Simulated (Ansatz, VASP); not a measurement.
**NbAs: VASP beside Ansatz**

```xyz
2
Lattice="0.0000 2.9078 2.9078 2.9078 0.0000 2.9078 2.9078 2.9078 0.0000" Properties=species:S:1:pos:R:3 pbc="T T T"
Nb    0.0000    0.0000    0.0000
As    1.4539    1.4539    1.4539
```

Alike in both runs: task relaxation of cell and atoms; functional PBE; k mesh 12 × 12 × 12; occupations gaussian, width 0.1 eV; no spin polarisation.

```csv
,VASP,Ansatz
version,VASP 6.6.1,Ansatz 0.2.0
potentials or method,"VASP PAW PBE potentials, release 64 (Nb_sv, As), cutoff 500 eV","scalar-relativistic, plane waves, PAW"
valence electrons in the cell,18,28
```

VASP gave:

```
gap on the k mesh at the Fermi level, each at its own relaxed structure (eV) : none
relaxed volume (Å³/atom)                                                     : 24.59
relaxed length of the cell vector where the two differ most in proportion (Å)              : 4.112
```

Question: Estimate Ansatz's values.

Answer: gap on the k mesh at the Fermi level, each at its own relaxed structure (eV): none; relaxed volume (Å³/atom): 24.56; relaxed length of the cell vector where the two differ most in proportion (Å): 4.111.

A gap of «none» marks a metal or a gap that the smearing closes. VASP's potentials hold 18 valence electrons a cell and Ansatz's 28, so a difference there can come from the potentials and not from the codes.

Noted on VASP's run: the relaxation stopped at its first step, so nothing moved.
